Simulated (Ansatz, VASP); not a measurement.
# HgTe: VASP beside Ansatz

```
CELL_PARAMETERS angstrom
0.00000 3.22350 3.15903
3.22350 0.00000 3.15903
3.22350 3.22350 0.00000
ATOMIC_POSITIONS crystal
Hg 0.00000 0.00000 0.00000
Te 0.75000 0.75000 0.75000
```

Change from the starting cell: zz strain of -2 %.

Alike in both runs: task single point; functional LDA; k mesh 11 × 11 × 11; occupations fermi-dirac, width 0.03 eV; no spin polarisation.

```csv
,VASP,Ansatz
version,VASP 6.6.1,Ansatz 0.2.0
potentials or method,"VASP PAW LDA potentials, release 64 (Hg, Te), cutoff 520 eV","all-electron LAPW, scalar-relativistic"
```

Ansatz gave:

| Item | Value |
| --- | --- |
| pressure (GPa) | 0.7 |
| traceless stress, the component that is largest in VASP (GPa) | 0.21 |

**Question.** What did VASP give for the same quantities?

**Answer.** Pressure (GPa): 1.0; traceless stress, the component that is largest in VASP (GPa): 0.21.

LDA's correlation is that of Perdew and Zunger in VASP and of Perdew and Wang (1992) in Ansatz. Ansatz ran all-electron here, and VASP with PAW potentials.

Spin-orbit coupling is off throughout.
